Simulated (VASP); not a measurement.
The system is CdCu3Mo.

```
CELL_PARAMETERS angstrom
4.32948 0.00000 0.00000
0.00000 4.32948 0.00000
0.00000 0.00000 4.32948
ATOMIC_POSITIONS crystal
Cd 0.00000 0.00000 0.00000
Cu 0.00000 0.50000 0.50000
Cu 0.50000 0.00000 0.50000
Cu 0.50000 0.50000 0.00000
Mo 0.50000 0.50000 0.50000
```

```yaml
Program: VASP 6.6.1
Task: relaxation of cell and atoms
Functional: PBE
Potentials_or_basis: VASP PAW PBE potentials, release 64 (Cd, Cu, Mo_sv)
Cutoff: 600 eV
k_mesh: 4 × 4 × 4
Occupations: gaussian, width 0.2 eV
Spin: no spin polarisation
```

At the start: pressure 29.4 GPa; volume 16.23 Å³/atom.

Q: Where does the relaxation end?

A: Over 3 steps the energy falls by 337.8 meV/atom and the volume is 20.85 Å³/atom (+28.5 %); space group Pm-3m (No. 221, to 0.05 Å).

The path:
```
step  energy change (eV)  largest force (eV/Å)  pressure (GPa)  volume (Å³)
   1              0.0000                0.0000           29.41        81.15
   2             -1.2745                0.0000           -6.75       121.41
   3             -1.6888                0.0000            0.11       104.25
```

Final structure:
```
Cd Cu Mo
1.0
     4.70649    0.00000    0.00000
     0.00000    4.70649    0.00000
     0.00000    0.00000    4.70649
Cd Cu Mo
1 3 1
Direct
  0.00000 0.00000 0.00000
  0.00000 0.50000 0.50000
  0.50000 0.00000 0.50000
  0.50000 0.50000 0.00000
  0.50000 0.50000 0.50000
```

Caveat: the k points lie up to 0.33 Å⁻¹ apart in the final cell; the volume moved by over 15 % at a fixed basis, so the end points are rough.
